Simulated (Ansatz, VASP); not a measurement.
**Mg6O5: VASP beside Ansatz**

INCAR

```
SYSTEM = Mg6O5
PREC     = Accurate       ! precision mode
ENCUT    = 520            ! plane-wave cutoff, eV
EDIFF    = 1E-6           ! SCF threshold, eV
ISMEAR   = 0              ! smearing method
SIGMA    = 0.05           ! smearing width, eV
LREAL    = .FALSE.        ! projectors in reciprocal space
LASPH    = .TRUE.         ! aspherical terms in the spheres
NELM     = 100            ! most SCF steps
ALGO     = Normal         ! electronic algorithm
ISIF     = 2              ! what is computed and relaxed
LWAVE    = .FALSE.        ! write WAVECAR
LCHARG   = .TRUE.         ! write CHGCAR
GGA      = PS             ! functional
LELF     = .TRUE.         ! ELF
LVHAR    = .TRUE.       
NBANDS   = 32             ! bands
```

The input KPOINTS:

```
regular mesh
0
G
  4 4 4
  0 0 0
```

The input POSCAR:

```
Mg6O5
1.0
    5.5908553621      0.0000000000      0.0000000000
    0.0000000000      5.5908553621      0.0000000000
    0.0000000000      0.0000000000      5.5908553621
Mg O
6 5
Direct
    0.2500000000      0.0000000000      0.5000000000
    0.0000000000      0.5000000000      0.2500000000
    0.5000000000      0.7500000000      0.0000000000
    0.7500000000      0.0000000000      0.5000000000
    0.0000000000      0.5000000000      0.7500000000
    0.5000000000      0.2500000000      0.0000000000
    0.5000000000      0.0000000000      0.2500000000
    0.0000000000      0.7500000000      0.5000000000
    1.0000000000      0.4686988862      0.0000000000
    0.5000000000      0.0000000000      0.7500000000
    0.0000000000      0.2500000000      0.5000000000
```

Input for Ansatz:

```yaml
crystal:
  lattice:
    - [5.5908553621, 0.0, 0.0]
    - [0.0, 5.5908553621, 0.0]
    - [0.0, 0.0, 5.5908553621]
  atoms:
    - { symbol: Mg, position: [0.25, 0.0, 0.5] }
    - { symbol: Mg, position: [0.0, 0.5, 0.25] }
    - { symbol: Mg, position: [0.5, 0.75, 0.0] }
    - { symbol: Mg, position: [0.75, 0.0, 0.5] }
    - { symbol: Mg, position: [0.0, 0.5, 0.75] }
    - { symbol: Mg, position: [0.5, 0.25, 0.0] }
    - { symbol: O, position: [0.5, 0.0, 0.25] }
    - { symbol: O, position: [0.0, 0.75, 0.5] }
    - { symbol: O, position: [1.0, 0.4686988862, 0.0] }
    - { symbol: O, position: [0.5, 0.0, 0.75] }
    - { symbol: O, position: [0.0, 0.25, 0.5] }
basis:
  ecutwfc: 420
kpoints:
  mp_grid: { grid: [4, 4, 4] }
hamiltonian:
  xc: pbesol
  pseudopotentials: { kind: paw, azcp: { folder: soft_1 } }
scf:
  occupations: { method: gaussian, width: 0.05 }
output:
  forces: true
  stress: true
  eigenvalues: true
  write_density: true
  write_potential: true
  elf: true
  volumetric_format: npy
```

Change from the starting cell: O vacancy; atom 9 moved 0.500 of the way to it and -0.175 Å across, host rigid.

Alike in both runs: task single point; functional PBEsol; k mesh 4 × 4 × 4; occupations gaussian, width 0.05 eV; no spin polarisation.

```csv
,VASP,Ansatz
version,VASP 6.6.1,Ansatz 0.2.0
potentials or method,"VASP PAW PBE potentials, release 64 (Mg, O), cutoff 520 eV","scalar-relativistic, plane waves, PAW"
valence electrons in the cell,42,90
```

Ansatz gave:

* gap on the k mesh at the Fermi level (eV): 0.11
* least direct gap on the mesh (eV): 0.95
* pressure (GPa): 20.3
* traceless stress, the component that is largest in VASP (GPa): 37.58
* rms of the force components (eV/Å): 5.613

Task: Estimate VASP's values.

Result: gap on the k mesh at the Fermi level (eV): 0.13; least direct gap on the mesh (eV): 0.95; pressure (GPa): 21.9; traceless stress, the component that is largest in VASP (GPa): 40.82; rms of the force components (eV/Å): 6.076.

VASP's potentials were made for PBE, not for PBEsol, and Ansatz warns of the same on its side. Atom by atom the forces differ by 0.464 eV/Å (rms over components). VASP's potentials hold 42 valence electrons a cell and Ansatz's 90, so a difference there can come from the potentials and not from the codes.
